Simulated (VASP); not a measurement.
Ta, 5 atoms in the cell. The cell holds a slab with vacuum, 5 atoms: a = 2.862 Å, b = 2.862 Å, c = 24.347 Å, α = 90.00°, β = 90.00°, γ = 109.47°. 

```yaml
Program: VASP 6.6.1
Task: single point
Functional: r2SCAN
Potentials_or_basis: VASP PAW PBE potentials, release 64 (Ta_pv)
Cutoff: 520 eV
k_mesh: 13 × 13 × 1
Occupations: gaussian, width 0.1 eV
Spin: no spin polarisation
Dipole_correction: yes
Further_INCAR_settings: ALGO = Normal; EDIFF = 1e-06; NBANDS = 36
```

Potentials or basis: VASP PAW PBE potentials, release 64 (Ta_pv).

Launch:

```sh
$ cat potpaw_PBE.64/Ta_pv/POTCAR > POTCAR
$ cp INCAR.step1 INCAR
$ mpirun -np 1 vasp_std > vasp.out
$ cp INCAR.step2 INCAR
$ mpirun -np 1 vasp_std > vasp.out
```

Hardware: 1 thread of Intel(R) Xeon(R) Platinum 8259CL CPU @ 2.50GHz (Skylake/Cascade Lake), on a shared host.

Question: Estimate the wall time of this run.

Answer: It took 44 min on 1 thread of Intel(R) Xeon(R) Platinum 8259CL CPU @ 2.50GHz (Skylake/Cascade Lake), with other jobs on the host, peak memory 0.5 GiB. Counts: k points 49.
